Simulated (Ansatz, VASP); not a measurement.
## Two plane-wave programs on MgO

File INCAR:

```
SYSTEM = MgO
ALGO = Normal
EDIFF = 1E-6
ENCUT = 600
GGA = PE
GGA_COMPAT = .False.
ISIF = 2
ISMEAR = -1
LASPH = .True.
LCHARG = .False.
LREAL = .False.
LWAVE = .False.
NBANDS = 11
NELM = 120
PREC = Accurate
SIGMA = 0.1
```

File KPOINTS:

```
k-points
0
Gamma
  4 4 4
  0 0 0
```

POSCAR

```
MgO
1.0
    0.0000000000      2.1205000000      2.1205000000
    2.1205000000      0.0000000000      2.1205000000
    2.1205000000      2.1205000000      0.0000000000
Mg O
1 1
Direct
    0.0000000000      0.0000000000      0.0000000000
    0.5000000000      0.5000000000      0.5000000000
```

Input for Ansatz:

```yaml
crystal:
  lattice:
    - [0.0, 2.1205, 2.1205]
    - [2.1205, 0.0, 2.1205]
    - [2.1205, 2.1205, 0.0]
  atoms:
    - { symbol: Mg, position: [0.0, 0.0, 0.0] }
    - { symbol: O, position: [0.5, 0.5, 0.5] }
hamiltonian:
  xc: pbe
  pseudopotentials: { kind: paw }
basis:
  ecutwfc: 420
kpoints:
  mp_grid: { grid: [4, 4, 4] }
scf:
  occupations: { method: fermi_dirac, width: 0.1 }
  lower_state_search: "off"
  max_iter: 80
output:
  forces: true
  stress: true
```

Alike in both runs: task single point; functional PBE; k mesh 4 × 4 × 4; occupations fermi-dirac, width 0.1 eV; no spin polarisation.

```csv
,VASP,Ansatz
version,VASP 6.6.1,Ansatz 0.2.0
potentials or method,"VASP PAW PBE potentials, release 64 (Mg, O), cutoff 600 eV","PAW, plane waves, scalar-relativistic"
valence electrons in the cell,8,16
```

|  | VASP | Ansatz | Ansatz less VASP |
| --- | --- | --- | --- |
| pressure (GPa) | 0.4 | 1.4 | +1.01 |

VASP's potentials hold 8 valence electrons a cell and Ansatz's 16, so a difference there can come from the potentials and not from the codes.

The k mesh is coarse, so the values compare programs but aren't converged.
